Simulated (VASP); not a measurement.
Input of a VASP 6.6.1 run:

POSCAR

```
HfB2
1.0
    3.1400000000      0.0000000000      0.0000000000
   -1.5700000000      2.7193200000      0.0000000000
    0.0000000000      0.0000000000      3.4800000000
Hf B
1 2
Direct
    0.0000000000      0.0000000000      0.0000000000
    0.3333333333      0.6666666667      0.5000000000
    0.6666666667      0.3333333333      0.5000000000
```

INCAR.step1

```
SYSTEM = HfB2
PREC     = Accurate       ! precision mode
ENCUT    = 520            ! plane-wave cutoff, eV
ISMEAR   = 1              ! smearing method
SIGMA    = 0.05           ! smearing width, eV
LREAL    = .FALSE.        ! projectors in reciprocal space
LASPH    = .TRUE.         ! aspherical terms in the spheres
NELM     = 80             ! most SCF steps
NBANDS   = 15             ! bands
GGA      = PE             ! functional
ALGO     = Normal         ! electronic algorithm
EDIFF    = 1E-4           ! SCF threshold, eV
LWAVE    = .TRUE.         ! write WAVECAR
LCHARG   = .FALSE.        ! write CHGCAR
```

Contents of INCAR.step2:

```
SYSTEM = HfB2
PREC     = Accurate       ! precision mode
ENCUT    = 520            ! plane-wave cutoff, eV
EDIFF    = 1E-6           ! SCF threshold, eV
ISMEAR   = 1              ! smearing method
SIGMA    = 0.05           ! smearing width, eV
LREAL    = .FALSE.        ! projectors in reciprocal space
LASPH    = .TRUE.         ! aspherical terms in the spheres
NELM     = 80             ! most SCF steps
ALGO     = Normal         ! electronic algorithm
ISIF     = 2              ! what is computed and relaxed
LWAVE    = .FALSE.        ! write WAVECAR
LCHARG   = .FALSE.        ! write CHGCAR
METAGGA  = R2SCAN         ! meta-GGA
LMIXTAU  = .TRUE.       
NBANDS   = 15             ! bands
ISTART   = 1
```

KPOINTS

```
Automatic mesh
0
G
  3 3 3
  0 0 0
```

Potentials or basis: VASP PAW PBE potentials, release 64 (Hf_pv, B).

Command:

```bash
$ cat potpaw_PBE.64/Hf_pv/POTCAR potpaw_PBE.64/B/POTCAR > POTCAR
$ cp INCAR.step1 INCAR
$ mpirun -np 1 vasp_std > vasp.out
$ cp INCAR.step2 INCAR
$ mpirun -np 1 vasp_std > vasp.out
```

(1) Estimate the band gap on the k mesh.

(2) Predict the pressure.

Results:

(1) zero (filled and empty bands touch).

(2) -2.2 GPa.

Caveat: the k points lie up to 0.77 Å⁻¹ apart; the PAW data sets were made with another functional, which shifts forces and pressure a little; spin-orbit coupling is left out, which moves the levels of the heavy elements.
